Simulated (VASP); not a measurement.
# TaN (Fm-3m) in VASP: a series of runs

Runs on TaN. Level: PBEsol. Tasks: relaxation of cell and atoms, single point.

All numbers are computed with VASP 6.6.1; they aren't measurements. Logs are shortened: lines on timing, memory, paths and dates and some standing lists are left out, and cuts for length are marked.

**1. The cell of the first run**

The structure is cubic, space group Fm-3m (No. 225). The conventional cell has a = 4.376 Å, b = 4.376 Å, c = 4.376 Å, α = 90.00°, β = 90.00°, γ = 90.00°. Ta (site symmetry m-3m) has 6 N at 2.19 Å within 2.9 Å. Within 2.9 Å of N (site symmetry m-3m) lie 6 Ta at 2.19 Å.

**2. Relaxation of cell and atoms, PBEsol**

The input, INCAR:

```
ALGO = Normal ; EDIFF = 1E-6
EDIFFG = -0.001 ; ENCUT = 600
GGA = PS ; IBRION = 2
ISIF = 3 ; ISMEAR = -1
LASPH = True ; LCHARG = False
LREAL = False ; LWAVE = False
NELM = 60 ; NSW = 80
PREC = Accurate ; SIGMA = 0.15
```

The input, KPOINTS:

```
k-points
0
Gamma
  16 16 16
```

The input, POSCAR:

```
TaN
1.0
    0.0000000000      2.1878447014      2.1878447014
    2.1878447014      0.0000000000      2.1878447014
    2.1878447014      2.1878447014      0.0000000000
Ta N
1 1
Direct
    0.5000000000      0.5000000000      0.5000000000
    0.0000000000      0.0000000000      0.0000000000
```

Potentials or basis: VASP PAW PBE potentials, release 64 (Ta_pv, N).

Launch:

```sh
> cat potpaw_PBE.64/Ta_pv/POTCAR potpaw_PBE.64/N/POTCAR > POTCAR
> mpirun -np 1 vasp_std > vasp.out
```

OUTCAR:

```text
EDIFF = 1E-6
   EDIFFG = -0.001
   ENCUT = 600
   GGA = PS
   IBRION = 2
   ISIF = 3
   ISMEAR = -1
   LASPH = True
   LREAL = False
   NELM = 60
   NSW = 80
   PREC = Accurate

 ion  position               nearest neighbor table
   1  0.500  0.500  0.500-   2 2.19   2 2.19   2 2.19   2 2.19   2 2.19   2 2.19
   2  0.000  0.000  0.000-   1 2.19   1 2.19   1 2.19   1 2.19   1 2.19   1 2.19

  LATTYP: Found a face centered cubic cell.
 ALAT       =     4.3756894028

  Lattice vectors:

 A1 = (   0.0000000000,   2.1878447014,   2.1878447014)
 A2 = (   2.1878447014,   0.0000000000,   2.1878447014)
 A3 = (   2.1878447014,   2.1878447014,   0.0000000000)

Analysis of symmetry for initial positions (statically):
=====================================================================
 Subroutine PRICEL returns:
 Original cell was already a primitive cell.

 Routine SETGRP: Setting up the symmetry group for a
 face centered cubic supercell.

 Subroutine GETGRP returns: Found 48 space group operations
 (whereof 48 operations were pure point group operations)
 out of a pool of 48 trial point group operations.

The static configuration has the point symmetry O_h .

Analysis of symmetry for dynamics (positions and initial velocities):
=====================================================================
 Subroutine PRICEL returns:
 Original cell was already a primitive cell.

 Routine SETGRP: Setting up the symmetry group for a
 face centered cubic supercell.

 Subroutine GETGRP returns: Found 48 space group operations
 (whereof 48 operations were pure point group operations)
 out of a pool of 48 trial point group operations.

The dynamic configuration has the point symmetry O_h .

 Subroutine INISYM returns: Found 48 space group operations
 (whereof 48 operations are pure point group operations),
 and found     1 'primitive' translations

----------------------------------------------------------------------------------------

                                     Primitive cell

  volume of cell :      20.9450

  direct lattice vectors                    reciprocal lattice vectors
     0.000000000  2.187844701  2.187844701    -0.228535416  0.228535416  0.228535416
     2.187844701  0.000000000  2.187844701     0.228535416 -0.228535416  0.228535416
     2.187844701  2.187844701  0.000000000     0.228535416  0.228535416 -0.228535416

  length of vectors
     3.094079649  3.094079649  3.094079649     0.395834953  0.395834953  0.395834953

  position of ions in fractional coordinates (direct lattice)
     0.500000000  0.500000000  0.500000000
     0.000000000  0.000000000  0.000000000

  ion indices of the primitive-cell ions
   primitive index   ion index
                 1           1
                 2           2

----------------------------------------------------------------------------------------

 KPOINTS: k-points

Automatic generation of k-mesh.
 Grid dimensions read from file:
 generate k-points for:   16   16   16

 Generating k-lattice:

  Cartesian coordinates                     Fractional coordinates (reciprocal lattice)
    -0.014283464  0.014283464  0.014283464     0.062500000  0.000000000  0.000000000
     0.014283464 -0.014283464  0.014283464     0.000000000  0.062500000  0.000000000
     0.014283464  0.014283464 -0.014283464     0.000000000  0.000000000  0.062500000

  Length of vectors
     0.024739685  0.024739685  0.024739685

  Shift w.r.t. Gamma in fractional coordinates (k-lattice)
     0.000000000  0.000000000  0.000000000

 Subroutine IBZKPT returns following result:
 ===========================================

 Found    145 irreducible k-points:

 Following reciprocal coordinates:
            Coordinates               Weight
  0.000000  0.000000  0.000000      1.000000
  0.062500  0.000000  0.000000      8.000000
  0.125000  0.000000  0.000000      8.000000
  0.187500  0.000000  0.000000      8.000000
  0.250000  0.000000  0.000000      8.000000
  0.312500  0.000000  0.000000      8.000000
[... 16 lines left out ...]
 -0.125000  0.062500  0.000000     24.000000
 -0.062500  0.062500  0.000000     12.000000
 [... further k-points ...]
   k-points           NKPTS =    145   k-points in BZ     NKDIM =    145   number of bands    NBANDS=     12
   number of dos      NEDOS =    301   number of ions     NIONS =      2
   total plane-waves  NPLWV =  21952
   dimension x,y,z NGX =    28 NGY =   28 NGZ =   28
   dimension x,y,z NGXF=    56 NGYF=   56 NGZF=   56
   ions per type =               1   1
   NGX,Y,Z   is equivalent  to a cutoff of  15.04, 15.04, 15.04 a.u.
   NGXF,Y,Z  is equivalent  to a cutoff of  30.09, 30.09, 30.09 a.u.
 SYSTEM =  unknown system
   PREC   = accura    normal or accurate (medium, high low for compatibility)
   ISTART =      0    job   : 0-new  1-cont  2-samecut
   ICHARG =      2    charge: 1-file 2-atom 10-const
   ISPIN  =      1    spin polarized calculation?
   LNONCOLLINEAR =      F non collinear calculations
   LSORBIT =      F    spin-orbit coupling
   LASPH  =      T    aspherical Exc in radial PAW
   ENCUT  =  600.0 eV  44.10 Ry    6.64 a.u.   6.18  6.18  6.18*2*pi/ulx,y,z
   NELM   =     60;   NELMIN=  2; NELMDL= -5     # of ELM steps
   EDIFF  = 0.1E-05   stopping-criterion for ELM
   LREAL  =      F    real-space projection
   EDIFFG = -.1E-02   stopping-criterion for IOM
   NSW    =     80    number of steps for IOM
   IBRION =      2    ionic relax: 0-MD 1-quasi-New 2-CG
   NFREE  =      1    steps in history (QN), initial steepest desc. (CG)
   ISIF   =      3    stress and relaxation
   ISYM   =      2    0-nonsym 1-usesym 2-fastsym
   POTIM  = 0.5000    time-step for ionic-motion
   TEBEG  =    0.0;   TEEND  =   0.0 temperature during run
   PSTRESS=    0.0 pullay stress
   NELECT =      16.0000    total number of electrons
   NUPDOWN=      -1.0000    fix difference up-down
   EMIN   =  10.00;   EMAX   =-10.00  energy-range for DOS
   EFERMI =   0.00;   METHOD = LEGACY
   ISMEAR =    -1;   SIGMA  =   0.15  broadening in eV -4-tet -1-fermi 0-gaus
   EFERMI_NEDOS =   21; number of points for ismear=-14 and -15
   IALGO  =     38    algorithm
   IMIX   =      4    mixing-type and parameters
     AMIX     =   0.40;   BMIX     =  1.00
     AMIX_MAG =   1.60;   BMIX_MAG =  1.00
  volume/ion in A,a.u.               =      10.47        70.67
  Fermi-wavevector in a.u.,A,eV,Ry     =   1.496540  2.828051 30.472044  2.239632
  Thomas-Fermi vector in A             =   2.608543
   LORBIT       =      0    0 simple, 1 ext, 2 COOP (PROOUT), +10 PAW based schemes
   GGA     = PS    functional components
   LHFCALC =     F    Hartree Fock is set to
   AEXX    =    0.0000 exact exchange contribution
   IVDW    =     0    specifies the selected vdW correction
   LEPSILON=     F    determine dielectric tensor
   LRPA    =     F    only Hartree local field effects (RPA)
 conjugate gradient relaxation of ions
 non-spin polarized calculation
  energy-cutoff  :      600.00
  volume of cell :       20.94
 maximum number of plane-waves:       725
 NGX is ok and might be reduce to    28
   NGX = 13   NGY = 13   NGZ = 13

--------------------------------------- Ionic step        1  -------------------------------------------

 number of electron      16.0000000 magnetization

 Free energy of the ion-electron system (eV)
  ---------------------------------------------------
  ext. energy  EPLUGINS =         0.00000000
  ---------------------------------------------------
  free energy    TOTEN  =       -23.24353718 eV

  energy without entropy =      -23.18286068  energy(sigma->0) =      -23.21319893

------------------------ aborting loop because EDIFF is reached ----------------------------------------

  FORCE on cell =-STRESS in cart. coord.  units (eV):
  Direction    XX          YY          ZZ          XY          YZ          ZX
  --------------------------------------------------------------------------------------
  -------------------------------------------------------------------------------------
  Total        0.1536804      0.1536804      0.1536804      0.0000000      0.0000000      0.0000000
  in kB       11.7557324     11.7557324     11.7557324      0.0000000      0.0000000      0.0000000
  external PRESSURE =      11.7557324 kB  Pullay stress =       0.0000000 kB
[... 57 lines left out ...]
  energy  without entropy=      -23.1808406129  energy(sigma->0) =      -23.21160477

--------------------------------------- Ionic step        3  -------------------------------------------

 number of electron      16.0000000 magnetization

 Free energy of the ion-electron system (eV)
  ---------------------------------------------------
  ext. energy  EPLUGINS =         0.00000000
  ---------------------------------------------------
  free energy    TOTEN  =       -23.24378937 eV

  energy without entropy =      -23.18286383  energy(sigma->0) =      -23.21332660

 E-fermi :   9.5017     XC(G=0): -13.6541

 val. band max:        9.4946452471   @ k =  -0.2500   0.3750   0.1250
 cond. band min:       9.5088102978   @ k =  -0.3125   0.3125   0.1250
 fundamental gap:      0.0141650507
 Fermi energy:         9.5016833457

 k-point     1 :       0.0000    0.0000    0.0000
  band No.  band energies     occupation
      1     -26.1671      2.00000
      2     -26.1671      2.00000
      3     -26.1671      2.00000
      4      -9.3955      2.00000
      5       5.6819      2.00000
      6       5.6819      2.00000
      7       5.6819      2.00000
      8       7.3504      2.00000
      9       7.3504      2.00000
     10       7.3504      2.00000
     11       9.5416      0.86784
     12       9.5416      0.86784
[... 331 lines left out ...]
 k-point    24 :      -0.0625    0.0625    0.0000
  band No.  band energies     occupation
      1     -26.2558      2.00000
      2     -26.1904      2.00000
      3     -26.1693      2.00000
      4      -9.1381      2.00000
      5       4.4499      2.00000
      6       4.7656      2.00000
      7       5.1148      2.00000
      8       7.5282      2.00000
      9       7.7620      1.99998
     10       8.0717      1.99986
     11       9.9796      0.07937
     12      10.8576      0.00024

 [... further k-points ...]

------------------------ aborting loop because EDIFF is reached ----------------------------------------

  FORCE on cell =-STRESS in cart. coord.  units (eV):
  Direction    XX          YY          ZZ          XY          YZ          ZX
  --------------------------------------------------------------------------------------
  -------------------------------------------------------------------------------------
  Total        0.0003185      0.0003185      0.0003185      0.0000000     -0.0000000      0.0000000
  in kB        0.0242853      0.0242853      0.0242853      0.0000000     -0.0000000      0.0000000
  external PRESSURE =       0.0242853 kB  Pullay stress =       0.0000000 kB
[... 17 lines left out ...]
  FREE ENERGIE OF THE ION-ELECTRON SYSTEM (eV)
  ---------------------------------------------------
  free  energy   TOTEN  =       -23.2437893748 eV

  energy  without entropy=      -23.1828638340  energy(sigma->0) =      -23.21332660

 reached required accuracy - stopping structural energy minimisation
```

It took 70 s on 1 thread of Intel Xeon Platinum 8559C (Emerald Rapids), shared host; peak memory 0.21 GiB.

Results:

| Quantity | Value |
| --- | --- |
| Free energy | -23.2438 eV |
| Relaxed volume | 10.51 Å³/atom |
| Relaxed cell | a = 3.097 Å, b = 3.097 Å, c = 3.097 Å, α = 60.00°, β = 60.00°, γ = 60.00° |
| Space group after relaxing (to 0.05 Å) | Fm-3m (No. 225) |
| Energy gained by relaxing | 0.1 meV/atom |
| Ionic steps | 3 |
| Pressure after relaxing | 0.0 GPa |
| Band gap on the k mesh | zero (band 8 reaches 11.46 eV, above the bottom of band 9 at 7.35 eV) |

The path:
```
step  energy change (eV)  largest force (eV/Å)  pressure (GPa)  volume (Å³)
   1              0.0000                0.0000            1.18        20.94
   2              0.0012                0.0000           -2.72        21.18
   3             -0.0003                0.0000            0.00        21.01
```

Final structure:
```
Ta N
1.0
     0.00000    2.19023    2.19023
     2.19023    0.00000    2.19023
     2.19023    2.19023    0.00000
Ta N
1 1
Direct
  0.50000 0.50000 0.50000
  0.00000 0.00000 0.00000
```

Caveat: the PAW data sets were made with another functional, which shifts forces and pressure a little; spin-orbit coupling is left out, which moves the levels of the heavy elements. Zero-point motion and thermal expansion aren't in these numbers.

**3. Relaxation of cell and atoms, PBEsol, target pressure 12 GPa, at which the enthalpy is minimised**

The input, INCAR:

```
ALGO     = Normal         # electronic algorithm
EDIFF    = 1E-6           # SCF threshold, eV
EDIFFG   = -0.001         # ionic threshold
ENCUT    = 600            # plane-wave cutoff, eV
GGA      = PS             # functional
IBRION   = 2              # ionic algorithm
ISIF     = 3              # what is computed and relaxed
ISMEAR   = -1             # smearing method
LASPH    = True           # aspherical terms in the spheres
LCHARG   = False          # write CHGCAR
LREAL    = False          # projectors in reciprocal space
LWAVE    = False          # write WAVECAR
NELM     = 60             # most SCF steps
NSW      = 80             # ionic steps
PREC     = Accurate       # precision mode
PSTRESS  = 120.0        
SIGMA    = 0.15           # smearing width, eV
```

KPOINTS is that of step 2.

The input, POSCAR:

```
TaN
1.0
    0.0000000000      2.1884211790      2.1884211790
    2.1884211790      0.0000000000      2.1884211790
    2.1884211790      2.1884211790      0.0000000000
Ta N
1 1
Direct
    0.5000000000      0.5000000000      0.5000000000
    0.0000000000      0.0000000000      0.0000000000
```

Potentials or basis: VASP PAW PBE potentials, release 64 (Ta_pv, N).

Launch:

```sh
> cat potpaw_PBE.64/Ta_pv/POTCAR potpaw_PBE.64/N/POTCAR > POTCAR
> mpirun -np 1 vasp_std > vasp.out
```

It took 2.2 min on 1 thread of Intel Xeon Platinum 8559C (Emerald Rapids), shared host; peak memory 0.22 GiB.

The run converged. Its results:

| Property | Result |
| --- | --- |
| Free energy | -23.2201 eV |
| Relaxed volume | 10.18 Å³/atom |
| Relaxed cell | a = 3.065 Å, b = 3.065 Å, c = 3.065 Å, α = 60.00°, β = 60.00°, γ = 60.00° |
| Space group after relaxing (to 0.05 Å) | Fm-3m (No. 225) |
| Energy change on relaxing (the enthalpy is what falls) | +11.8 meV/atom |
| Ionic steps | 8 |
| Pressure after relaxing | 12.0 GPa |
| Band gap on the k mesh | zero (band 8 reaches 11.92 eV, above the bottom of band 9 at 7.62 eV) |

Step by step:
```tsv
step	energy change (eV)	largest force (eV/Å)	pressure (GPa)	volume (Å³)
1	0.0000	0.0000	0.89	20.96
2	0.3069	0.0000	49.85	18.83
3	0.0222	0.0000	11.66	20.38
4	0.0233	0.0000	11.94	20.37
5	0.0242	0.0000	12.18	20.36
6	0.0221	0.0000	11.65	20.38
7	0.0235	0.0000	11.98	20.36
8	0.0235	0.0000	11.99	20.36
```

Final structure:
```xyz
2
Lattice="0.0000 2.1674 2.1674 2.1674 0.0000 2.1674 2.1674 2.1674 0.0000" Properties=species:S:1:pos:R:3 pbc="T T T"
Ta    2.1674    2.1674    2.1674
N     0.0000    0.0000    0.0000
```

Levels at points of the mesh, in eV from the Fermi level:
```csv
k point,band 6,band 7,band 8,band 9,band 10,band 11
"(0.00, 0.00, 0.00)",-3.91,-3.91,-2.24,-2.24,-2.24,0.05
"(0.50, 0.00, 0.00)",-7.90,-7.90,2.05,2.05,2.16,3.96
"(0.50, 0.50, 0.00)",-5.80,-4.71,-4.71,2.25,3.83,3.83
```

Caveat: the cell is relaxed towards a set pressure, so the enthalpy falls and the energy may rise; the PAW data sets were made with another functional, which shifts forces and pressure a little; spin-orbit coupling is left out, which moves the levels of the heavy elements.

(Part 1 of 2 ends here.)
